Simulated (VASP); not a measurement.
# CrB3P4 (P-43m) in VASP: a series of runs, part 2 of 2

VASP 6.6.1.

## 3. Single point, r2SCAN, collinear spin, ferromagnetic start

Contents of POSCAR:

```
CrB3P4
1.0
    4.7708538498      0.0000000000      0.0000000000
    0.0000000000      4.7708538498      0.0000000000
    0.0000000000      0.0000000000      4.7708538498
Cr B P
1 3 4
Direct
    0.0000000000      0.0000000000      0.0000000000
    0.0000000000      0.5000000000      0.5000000000
    0.5000000000      0.5000000000      0.0000000000
    0.5000000000      0.0000000000      0.5000000000
    0.2675185445      0.7324814555      0.7324814555
    0.7324814555      0.7324814555      0.2675185445
    0.7324814555      0.2675185445      0.7324814555
    0.2675185445      0.2675185445      0.2675185445
```

Contents of INCAR.step1:

```
ALGO = Normal
EDIFF = 1E-4
ENCUT = 520
GGA = PE
ISMEAR = 0
ISPIN = 2
LASPH = True
LCHARG = False
LMAXMIX = 4
LREAL = False
LWAVE = True
MAGMOM = 3 0 0 0 0 0 0 0
NBANDS = 34
NELM = 150
PREC = Accurate
SIGMA = 0.1
```

Contents of INCAR.step2:

```
ALGO = Normal
EDIFF = 1E-7
ENCUT = 520
ISIF = 2
ISMEAR = 0
ISPIN = 2
ISTART = 1
LASPH = True
LCHARG = True
LELF = True
LMAXMIX = 4
LMIXTAU = True
LORBIT = 11
LREAL = False
LVHAR = True
LWAVE = False
MAGMOM = 3 0 0 0 0 0 0 0
METAGGA = R2SCAN
NBANDS = 34
NELM = 150
PREC = Accurate
SIGMA = 0.1
```

Contents of KPOINTS:

```
k-points
0
Gamma
  6 6 6
```

Potentials or basis: VASP PAW PBE potentials, release 64 (Cr_pv, B, P).

Launch:

```bash
$ cat potpaw_PBE.64/Cr_pv/POTCAR potpaw_PBE.64/B/POTCAR potpaw_PBE.64/P/POTCAR > POTCAR
$ cp INCAR.step1 INCAR
$ mpirun -np 1 vasp_std > vasp.out
$ cp INCAR.step2 INCAR
$ mpirun -np 1 vasp_std > vasp.out
```

OUTCAR:

```text
EDIFF = 1E-7
   ENCUT = 520
   ISIF = 2
   ISMEAR = 0
   ISPIN = 2
   ISTART = 1
   LASPH = True
   LORBIT = 11
   LREAL = False
   METAGGA = R2SCAN
   NELM = 150
   PREC = Accurate

 ion  position               nearest neighbor table
   1  0.000  0.000  0.000-   5 2.21   6 2.21   7 2.21   8 2.21
   2  0.000  0.500  0.500-   5 2.02   6 2.02   7 2.02   8 2.02
   3  0.500  0.500  0.000-   5 2.02   6 2.02   7 2.02   8 2.02
   4  0.500  0.000  0.500-   5 2.02   6 2.02   7 2.02   8 2.02
   5  0.268  0.732  0.732-   2 2.02   4 2.02   3 2.02   1 2.21
   6  0.732  0.732  0.268-   2 2.02   4 2.02   3 2.02   1 2.21
   7  0.732  0.268  0.732-   2 2.02   4 2.02   3 2.02   1 2.21
   8  0.268  0.268  0.268-   2 2.02   4 2.02   3 2.02   1 2.21

  LATTYP: Found a simple cubic cell.
 ALAT       =     4.7708538498

  Lattice vectors:

 A1 = (   4.7708538498,   0.0000000000,   0.0000000000)
 A2 = (   0.0000000000,   4.7708538498,   0.0000000000)
 A3 = (   0.0000000000,   0.0000000000,   4.7708538498)

Analysis of symmetry for initial positions (statically):
=====================================================================
 Subroutine PRICEL returns:
 Original cell was already a primitive cell.

 Routine SETGRP: Setting up the symmetry group for a
 simple cubic supercell.

 Subroutine GETGRP returns: Found 24 space group operations
 (whereof 24 operations were pure point group operations)
 out of a pool of 48 trial point group operations.

The static configuration has the point symmetry T_d .

Analysis of symmetry for dynamics (positions and initial velocities):
=====================================================================
 Subroutine PRICEL returns:
 Original cell was already a primitive cell.

 Routine SETGRP: Setting up the symmetry group for a
 simple cubic supercell.

[... 188 lines left out ...]
      4      -8.4455      1.00000
      5      -4.0167      1.00000
      6      -4.0166      1.00000
[... 689 lines left out ...]
     31      11.1658      0.00000
     32      13.2735      0.00000
 Fermi energy:         7.4926303063

 spin component 2

 k-point     1 :       0.0000    0.0000    0.0000
  band No.  band energies     occupation
      1     -35.0658      1.00000
      2     -35.0658      1.00000
      3     -35.0656      1.00000
      4      -8.4262      1.00000
      5      -4.0647      1.00000
      6      -4.0647      1.00000
[... 689 lines left out ...]
     31      13.5592      0.00000
     32      13.7192      0.00000
 [bands above 32 left out]

------------------------ aborting loop because EDIFF is reached ----------------------------------------

  FORCE on cell =-STRESS in cart. coord.  units (eV):
  Direction    XX          YY          ZZ          XY          YZ          ZX
  --------------------------------------------------------------------------------------
  -------------------------------------------------------------------------------------
  Total       -0.0775738     -0.0775738     -0.0775738     -0.0000000     -0.0000000      0.0000000
  in kB       -1.1445563     -1.1445563     -1.1445563     -0.0000000     -0.0000000      0.0000000
  external PRESSURE =      -1.1445563 kB  Pullay stress =       0.0000000 kB

 VOLUME and BASIS-vectors are now :
 -----------------------------------------------------------------------------
  energy-cutoff  :      520.00
  volume of cell :      108.59
      direct lattice vectors                 reciprocal lattice vectors
     4.770853850  0.000000000  0.000000000     0.209606086  0.000000000  0.000000000
     0.000000000  4.770853850  0.000000000     0.000000000  0.209606086  0.000000000
     0.000000000  0.000000000  4.770853850     0.000000000  0.000000000  0.209606086

 POSITION                                       TOTAL-FORCE (eV/Angst)
 -----------------------------------------------------------------------------------
      0.00000      0.00000      0.00000         0.000000      0.000000      0.000000
      0.00000      2.38543      2.38543         0.000000      0.000000      0.000000
      2.38543      2.38543      0.00000         0.000000      0.000000      0.000000
      2.38543      0.00000      2.38543         0.000000      0.000000     -0.000000
      1.27629      3.49456      3.49456         0.085889     -0.085889     -0.085889
      3.49456      3.49456      1.27629        -0.085889     -0.085889      0.085889
      3.49456      1.27629      3.49456        -0.085889      0.085889     -0.085889
      1.27629      1.27629      1.27629         0.085889      0.085889      0.085889
 -----------------------------------------------------------------------------------
    total drift:                                0.000000      0.000000      0.000000

  FREE ENERGIE OF THE ION-ELECTRON SYSTEM (eV)
  ---------------------------------------------------
  free  energy   TOTEN  =       -73.7313700505 eV

  energy  without entropy=      -73.7277539534  energy(sigma->0) =      -73.72956200

 total charge

# of ion       s       p       d       tot
------------------------------------------
    1        0.591   6.342   4.336  11.269
    2        0.664   1.129   0.000   1.794
    3        0.664   1.129   0.000   1.794
    4        0.664   1.129   0.000   1.794
    5        1.003   1.559   0.000   2.562
    6        1.003   1.559   0.000   2.562
    7        1.003   1.559   0.000   2.562
    8        1.003   1.559   0.000   2.562
--------------------------------------------------
tot          6.596  15.965   4.336  26.897

 magnetization (x)

# of ion       s       p       d       tot
------------------------------------------
    1        0.066   0.026   2.644   2.735
    2        0.016   0.032   0.000   0.048
    3        0.016   0.032   0.000   0.048
    4        0.016   0.032   0.000   0.048
    5       -0.009  -0.069   0.000  -0.077
    6       -0.009  -0.069   0.000  -0.077
    7       -0.009  -0.069   0.000  -0.077
    8       -0.009  -0.069   0.000  -0.077
--------------------------------------------------
tot          0.079  -0.154   2.644   2.569
```

Run time: 11 min. Hardware: 1 thread of Intel Xeon 8259CL, shared host; peak memory 0.33 GiB.

What came out:

```yaml
Free_energy: -73.7314 eV
Pressure: -0.1 GPa
Largest_force: 0.149 eV/Å
Net_moment: 2.92 μB per cell
Site_moments: Cr +2.73; B +0.05; P -0.08 μB
Valence_electrons_inside_the_program's_atomic_spheres: Cr 11.27; B 1.79; P 2.56
```

Forces in eV/Å, atoms in the order of the input:
```
Cr   0.000  0.000  0.000
B    0.000  0.000  0.000
B    0.000  0.000  0.000
B    0.000  0.000  0.000
P    0.086 -0.086 -0.086
P   -0.086 -0.086  0.086
P   -0.086  0.086 -0.086
P    0.086  0.086  0.086
```

Caveat: the PAW data sets were made with another functional, which shifts forces and pressure a little; a cell with one magnetic atom can't hold antiferromagnetic order, which such compounds often take.
